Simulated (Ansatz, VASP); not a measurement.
**Cu: VASP beside Ansatz**

INCAR

```
  PREC = Accurate
  ENCUT = 520
  EDIFF = 1E-6
  ISMEAR = -1
  SIGMA = 0.05
  LREAL = F
  LASPH = T
  NELM = 80
  ALGO = Normal
  ISIF = 2
  LWAVE = F
  LCHARG = F
  GGA = PE
  NBANDS = 12
```

File KPOINTS:

```
regular mesh
0
Gamma
  17 17 16
```

The input POSCAR:

```
Cu
1.0
    2.1999147258      0.0000000000      0.0000000000
   -1.0999573629      1.9051820387      0.0000000000
    0.0000000000      0.0000000000      2.1109350335
Cu
1
Direct
    0.0000000000      0.0000000000      0.0000000000
```

Input for Ansatz:

```yaml
crystal:
  lattice:
    - [2.1999147258, 0.0, 0.0]
    - [-1.0999573629, 1.9051820387, 0.0]
    - [0.0, 0.0, 2.1109350335]
  atoms:
    - { symbol: Cu, position: [0.0, 0.0, 0.0] }
kpoints:
  mp_grid: { grid: [17, 17, 16] }
scf:
  occupations: { method: fermi_dirac, width: 0.05 }
hamiltonian:
  xc: pbe
  pseudopotentials: { kind: all_electron, lapw: { basis_error: 0.001 } }
output:
  forces: true
  stress: true
  eigenvalues: true
  populations: true
```

Change from the starting cell: volume scaled by 0.68, LAPW.

Alike in both runs: task single point; functional PBE; k mesh 17 × 17 × 16; occupations fermi-dirac, width 0.05 eV; no spin polarisation.

|  | VASP | Ansatz |
| --- | --- | --- |
| version | VASP 6.6.1 | Ansatz 0.2.0 |
| potentials or method | VASP PAW PBE potentials, release 64 (Cu), cutoff 520 eV | all-electron LAPW, scalar-relativistic |

```csv
,VASP,Ansatz,Ansatz less VASP
pressure (GPa),118.9,118.6,-0.33
"traceless stress, the component that is largest in VASP (GPa)",-0.41,0.10,+0.510
```

Both programs put the cell under a high pressure, so it lies far from rest at this level. Ansatz ran all-electron here, and VASP with PAW potentials.

Noted on VASP's run: the cell as given lies far from equilibrium.
